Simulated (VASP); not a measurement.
# ZnCd2Se3 (P3m1) in VASP: relaxation of cell and atoms with PBE

Aim: the relaxation of cell and atoms of ZnCd2Se3 with PBE.

Program: VASP 6.6.1. These are calculated values, not measurements. Logs are shortened: lines on timing, memory, paths and dates and some standing lists are left out, and cuts for length are marked.

### 1 The cell of the first run

It takes space group P3m1 (No. 156, trigonal). The conventional cell has a = 4.268 Å, b = 4.268 Å, c = 10.519 Å, α = 90.00°, β = 90.00°, γ = 120.00°. Zn (site symmetry 3m) has 4 Se at 2.48 to 2.57 Å within 3.3 Å. Cd (site symmetry 3m) has 4 Se at 2.65 to 2.68 Å within 3.5 Å. Cd (site symmetry 3m) has 4 Se at 2.65 to 2.67 Å within 3.5 Å. Se (site symmetry 3m) has 3 Zn at 2.57 Å and 1 Cd at 2.68 Å within 3.4 Å. Within 3.3 Å of Se (site symmetry 3m) lie 1 Zn at 2.48 Å and 3 Cd at 2.65 Å. Within 3.5 Å of Se (site symmetry 3m) lie 4 Cd at 2.65 to 2.67 Å.

### 2 Relaxation of cell and atoms, PBE

INCAR reads:

```
SYSTEM = ZnCd2Se3
ALGO = Normal
EDIFF = 1E-7
EDIFFG = -0.01
ENCUT = 600
GGA = PE
IBRION = 2
ISIF = 3
ISMEAR = 0
LASPH = .TRUE.
LCHARG = .FALSE.
LREAL = .FALSE.
LWAVE = .FALSE.
NELM = 60
NSW = 100
PREC = Accurate
SIGMA = 0.02
```

KPOINTS reads:

```
k-points
0
G
  12 12 4
  0 0 0
```

POSCAR reads:

```
ZnCd2Se3
1.0
    4.2677197724      0.0000000000      0.0000000000
   -2.1338598862      3.6959537391      0.0000000000
    0.0000000000      0.0000000000     10.5188952057
Zn Cd Se
1 2 3
Direct
    0.6666666667      0.3333333333      0.6674218531
    0.0000000000      0.0000000000      0.9910170628
    0.3333333333      0.6666666667      0.3388367889
    0.0000000000      0.0000000000      0.7362352966
    0.6666666667      0.3333333333      0.4315449822
    0.3333333333      0.6666666667      0.0849440164
```

Potentials or basis: VASP PAW PBE potentials, release 64 (Zn, Cd, Se).

On the command line:

```sh
$ cat potpaw_PBE.64/Zn/POTCAR potpaw_PBE.64/Cd/POTCAR potpaw_PBE.64/Se/POTCAR > POTCAR
$ mpirun -np 1 vasp_std > vasp.out
```

OUTCAR:

```text
SYSTEM = ZnCd2Se3
   EDIFF = 1E-7
   EDIFFG = -0.01
   ENCUT = 600
   GGA = PE
   IBRION = 2
   ISIF = 3
   ISMEAR = 0
   LASPH = .TRUE.
   LREAL = .FALSE.
   NELM = 60
   NSW = 100
   PREC = Accurate

 ion  position               nearest neighbor table
   1  0.667  0.333  0.667-   5 2.48   4 2.57   4 2.57   4 2.57
   2  0.000  0.000  0.991-   6 2.65   6 2.65   6 2.65   4 2.68
   3  0.333  0.667  0.339-   5 2.65   5 2.65   5 2.65   6 2.67
   4  0.000  0.000  0.736-   1 2.57   1 2.57   1 2.57   2 2.68
   5  0.667  0.333  0.432-   1 2.48   3 2.65   3 2.65   3 2.65
   6  0.333  0.667  0.085-   2 2.65   2 2.65   2 2.65   3 2.67

  LATTYP: Found a hexagonal cell.
 ALAT       =     4.2677197724
 C/A-ratio  =     2.4647577083

  Lattice vectors:

 A1 = (   4.2677197724,   0.0000000000,   0.0000000000)
 A2 = (  -2.1338598862,   3.6959537391,   0.0000000000)
 A3 = (   0.0000000000,   0.0000000000,  10.5188952057)

Analysis of symmetry for initial positions (statically):
=====================================================================
 Subroutine PRICEL returns:
 Original cell was already a primitive cell.

 Routine SETGRP: Setting up the symmetry group for a
 hexagonal supercell.

 Subroutine GETGRP returns: Found  6 space group operations
 (whereof  6 operations were pure point group operations)
 out of a pool of 24 trial point group operations.

The static configuration has the point symmetry C_3v.

Analysis of symmetry for dynamics (positions and initial velocities):
=====================================================================
 Subroutine PRICEL returns:
 Original cell was already a primitive cell.

 Routine SETGRP: Setting up the symmetry group for a
 hexagonal supercell.

 Subroutine GETGRP returns: Found  6 space group operations
 (whereof  6 operations were pure point group operations)
 out of a pool of 24 trial point group operations.

The dynamic configuration has the point symmetry C_3v.

 Subroutine INISYM returns: Found  6 space group operations
 (whereof  6 operations are pure point group operations),
 and found     1 'primitive' translations

----------------------------------------------------------------------------------------

                                     Primitive cell

  volume of cell :     165.9176

  direct lattice vectors                    reciprocal lattice vectors
     4.267719772  0.000000000  0.000000000     0.234317165  0.135283079  0.000000000
    -2.133859886  3.695953739  0.000000000     0.000000000  0.270566157  0.000000000
     0.000000000  0.000000000 10.518895206     0.000000000  0.000000000  0.095067018

  length of vectors
     4.267719772  4.267719772 10.518895206     0.270566157  0.270566157  0.095067018

  position of ions in fractional coordinates (direct lattice)
     0.666666667  0.333333333  0.667421853
     0.000000000  0.000000000  0.991017063
     0.333333333  0.666666667  0.338836789
     0.000000000  0.000000000  0.736235297
     0.666666667  0.333333333  0.431544982
     0.333333333  0.666666667  0.084944016

  ion indices of the primitive-cell ions
   primitive index   ion index
                 1           1
                 2           2
                 3           3
                 4           4
                 5           5
                 6           6

----------------------------------------------------------------------------------------

 KPOINTS: k-points

Automatic generation of k-mesh.
 Grid dimensions read from file:
 generate k-points for:   12   12    4

 Generating k-lattice:

  Cartesian coordinates                     Fractional coordinates (reciprocal lattice)
     0.019526430  0.011273590  0.000000000     0.083333333  0.000000000  0.000000000
     0.000000000  0.022547180  0.000000000     0.000000000  0.083333333  0.000000000
     0.000000000  0.000000000  0.023766755     0.000000000  0.000000000  0.250000000

  Length of vectors
     0.022547180  0.022547180  0.023766755

  Shift w.r.t. Gamma in fractional coordinates (k-lattice)
     0.000000000  0.000000000  0.000000000

 Subroutine IBZKPT returns following result:
 ===========================================

 Found     69 irreducible k-points:

 Following reciprocal coordinates:
            Coordinates               Weight
  0.000000  0.000000  0.000000      1.000000
  0.083333  0.000000  0.000000      6.000000
  0.166667  0.000000  0.000000      6.000000
  0.250000 -0.000000  0.000000      6.000000
  0.333333  0.000000  0.000000      6.000000
  0.416667 -0.000000  0.000000      6.000000
[... 16 lines left out ...]
  0.166667  0.000000  0.250000      6.000000
  0.000000  0.166667  0.250000      6.000000
 [... further k-points ...]
   k-points           NKPTS =     69   k-points in BZ     NKDIM =     69   number of bands    NBANDS=     32
   number of dos      NEDOS =    301   number of ions     NIONS =      6
   total plane-waves  NPLWV = 108864
   dimension x,y,z NGX =    36 NGY =   36 NGZ =   84
   dimension x,y,z NGXF=    72 NGYF=   72 NGZF=  168
   ions per type =               1   2   3
   NGX,Y,Z   is equivalent  to a cutoff of  14.02, 14.02, 13.28 a.u.
   NGXF,Y,Z  is equivalent  to a cutoff of  28.05, 28.05, 26.55 a.u.
 SYSTEM =  ZnCd2Se3
   PREC   = accura    normal or accurate (medium, high low for compatibility)
   ISTART =      0    job   : 0-new  1-cont  2-samecut
   ICHARG =      2    charge: 1-file 2-atom 10-const
   ISPIN  =      1    spin polarized calculation?
   LNONCOLLINEAR =      F non collinear calculations
   LSORBIT =      F    spin-orbit coupling
   LASPH  =      T    aspherical Exc in radial PAW
   ENCUT  =  600.0 eV  44.10 Ry    6.64 a.u.   8.52  8.52 21.01*2*pi/ulx,y,z
   NELM   =     60;   NELMIN=  2; NELMDL= -5     # of ELM steps
   EDIFF  = 0.1E-06   stopping-criterion for ELM
   LREAL  =      F    real-space projection
   EDIFFG = -.1E-01   stopping-criterion for IOM
   NSW    =    100    number of steps for IOM
   IBRION =      2    ionic relax: 0-MD 1-quasi-New 2-CG
   NFREE  =      1    steps in history (QN), initial steepest desc. (CG)
   ISIF   =      3    stress and relaxation
   ISYM   =      2    0-nonsym 1-usesym 2-fastsym
   POTIM  = 0.5000    time-step for ionic-motion
   TEBEG  =    0.0;   TEEND  =   0.0 temperature during run
   PSTRESS=    0.0 pullay stress
   NELECT =      54.0000    total number of electrons
   NUPDOWN=      -1.0000    fix difference up-down
   EMIN   =  10.00;   EMAX   =-10.00  energy-range for DOS
   EFERMI =   0.00;   METHOD = LEGACY
   ISMEAR =     0;   SIGMA  =   0.02  broadening in eV -4-tet -1-fermi 0-gaus
   EFERMI_NEDOS =   21; number of points for ismear=-14 and -15
   IALGO  =     38    algorithm
   IMIX   =      4    mixing-type and parameters
     AMIX     =   0.40;   BMIX     =  1.00
     AMIX_MAG =   1.60;   BMIX_MAG =  1.00
  volume/ion in A,a.u.               =      27.65       186.61
  Fermi-wavevector in a.u.,A,eV,Ry     =   1.126096  2.128012 17.253427  1.268091
  Thomas-Fermi vector in A             =   2.262776
   LORBIT       =      0    0 simple, 1 ext, 2 COOP (PROOUT), +10 PAW based schemes
   GGA     = PE    functional components
   LHFCALC =     F    Hartree Fock is set to
   AEXX    =    0.0000 exact exchange contribution
   IVDW    =     0    specifies the selected vdW correction
   LEPSILON=     F    determine dielectric tensor
   LRPA    =     F    only Hartree local field effects (RPA)
 conjugate gradient relaxation of ions
 non-spin polarized calculation
 Gauss-broadening in eV      SIGMA  =   0.02
  energy-cutoff  :      600.00
  volume of cell :      165.92
 maximum number of plane-waves:      5574
 NGX is ok and might be reduce to    36
   NGX = 17   NGY = 17   NGZ = 43

--------------------------------------- Ionic step        1  -------------------------------------------

 number of electron      53.9999999 magnetization

 Free energy of the ion-electron system (eV)
  ---------------------------------------------------
  ext. energy  EPLUGINS =         0.00000000
  ---------------------------------------------------
  free energy    TOTEN  =       -16.89994836 eV

  energy without entropy =      -16.89994836  energy(sigma->0) =      -16.89994836

------------------------ aborting loop because EDIFF is reached ----------------------------------------

  FORCE on cell =-STRESS in cart. coord.  units (eV):
  Direction    XX          YY          ZZ          XY          YZ          ZX
  --------------------------------------------------------------------------------------
  -------------------------------------------------------------------------------------
  Total        0.1729137      0.1729137      0.1386382      0.0000000      0.0000000      0.0000000
  in kB        1.6697346      1.6697346      1.3387549      0.0000000      0.0000000      0.0000000
  external PRESSURE =       1.5594080 kB  Pullay stress =       0.0000000 kB
[... 185 lines left out ...]
  energy  without entropy=      -16.9002972041  energy(sigma->0) =      -16.90029720

--------------------------------------- Ionic step        6  -------------------------------------------

 number of electron      53.9999999 magnetization

 Free energy of the ion-electron system (eV)
  ---------------------------------------------------
  ext. energy  EPLUGINS =         0.00000000
  ---------------------------------------------------
  free energy    TOTEN  =       -16.90031841 eV

  energy without entropy =      -16.90031841  energy(sigma->0) =      -16.90031841

 E-fermi :   0.9176     XC(G=0):  -8.7868

 val. band max:        0.7858927531   @ k =   0.0000   0.0000   0.0000
 cond. band min:       1.3244166956   @ k =   0.0000   0.0000   0.0000
 fundamental gap:      0.5385239426
 Fermi energy:         0.9175964269

 k-point     1 :       0.0000    0.0000    0.0000
  band No.  band energies     occupation
      1     -11.7981      2.00000
      2     -11.4446      2.00000
      3     -11.3881      2.00000
      4      -7.0355      2.00000
      5      -7.0355      2.00000
      6      -6.9893      2.00000
[... 829 lines left out ...]
     31       5.5093      0.00000
     32       6.3856      0.00000

 [... further k-points ...]

------------------------ aborting loop because EDIFF is reached ----------------------------------------

  FORCE on cell =-STRESS in cart. coord.  units (eV):
  Direction    XX          YY          ZZ          XY          YZ          ZX
  --------------------------------------------------------------------------------------
  -------------------------------------------------------------------------------------
  Total       -0.0180593     -0.0180593      0.0355779     -0.0000000      0.0000000      0.0000000
  in kB       -0.1738523     -0.1738523      0.3424999     -0.0000000      0.0000000      0.0000000
  external PRESSURE =      -0.0017349 kB  Pullay stress =       0.0000000 kB
[... 21 lines left out ...]
  FREE ENERGIE OF THE ION-ELECTRON SYSTEM (eV)
  ---------------------------------------------------
  free  energy   TOTEN  =       -16.9003184107 eV

  energy  without entropy=      -16.9003184107  energy(sigma->0) =      -16.90031841

 reached required accuracy - stopping structural energy minimisation
```

Run time: 36 min. Hardware: 1 thread of Oxide Virtual Turin-like, shared host; peak memory 0.61 GiB.

Results:

* Free energy: -16.9003 eV
* Relaxed volume: 27.74 Å³/atom
* Relaxed cell: a = 4.272 Å, b = 4.272 Å, c = 10.530 Å, α = 90.00°, β = 90.00°, γ = 120.00°
* Space group after relaxing (to 0.1 Å): P3m1 (No. 156)
* Energy gained by relaxing: 0.1 meV/atom
* Ionic steps: 6
* Pressure after relaxing: 0.0 GPa
* Largest force after relaxing: 0.007 eV/Å
* Band gap on the k mesh: 0.54 eV

Forces on the atoms (eV/Å):
```
Zn   0.000  0.000  0.007
Cd   0.000  0.000 -0.006
Cd   0.000  0.000  0.004
Se   0.000  0.000  0.000
Se   0.000  0.000 -0.005
Se   0.000  0.000  0.000
```

The path:
| step | energy change (eV) | largest force (eV/Å) | pressure (GPa) | volume (Å³) |
| --- | --- | --- | --- | --- |
| 1 | 0.0000 | 0.0348 | 0.16 | 165.92 |
| 2 | -0.0003 | 0.0166 | -0.03 | 166.56 |
| 3 | -0.0003 | 0.0188 | -0.01 | 166.49 |
| 4 | -0.0003 | 0.0185 | -0.02 | 166.50 |
| 5 | -0.0003 | 0.0107 | -0.01 | 166.48 |
| 6 | -0.0004 | 0.0068 | 0.00 | 166.43 |

Final structure:
```
Zn Cd Se
1.0
     4.27195    0.00000    0.00000
    -2.13598    3.69962    0.00000
     0.00000    0.00000   10.53046
Zn Cd Se
1 2 3
Direct
  0.66667 0.33333 0.66728
  0.00000 0.00000 0.99078
  0.33333 0.66667 0.33868
  0.00000 0.00000 0.73619
  0.66667 0.33333 0.43197
  0.33333 0.66667 0.08510
```
